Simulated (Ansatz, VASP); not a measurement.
# Two plane-wave programs on GaN

```
CELL_PARAMETERS angstrom
3.18000 0.00000 0.00000
-1.59000 2.75396 0.00000
0.00000 0.00000 5.16600
ATOMIC_POSITIONS crystal
Ga 0.33333 0.66667 0.00000
Ga 0.66667 0.33333 0.50000
N 0.33333 0.66667 0.37500
N 0.66667 0.33333 0.87500
```

Alike in both runs: task relaxation of cell and atoms; functional LDA; k mesh 10 × 10 × 6; no spin polarisation.

```csv
,VASP,Ansatz
version,VASP 6.6.1,Ansatz 0.2.0
potentials or method,"VASP PAW LDA potentials, release 64 (Ga_d, N)","scalar-relativistic, plane waves, PAW"
plane-wave cutoff (eV),600,420
occupations,"gaussian, width 0.01 eV",fixed
valence electrons in the cell,36,36
```

|  | VASP | Ansatz | Ansatz less VASP |
| --- | --- | --- | --- |
| gap on the k mesh at the Fermi level, each at its own relaxed structure (eV) | 2.11 | 2.13 | +0.016 |
| relaxed volume (Å³/atom) | 11.11 | 11.05 | -0.055 |
| relaxed cell length with the largest relative difference (Å) | 3.157 | 3.152 | -0.0053 |

LDA's correlation is that of Perdew and Zunger in VASP and of Perdew and Wang (1992) in Ansatz.
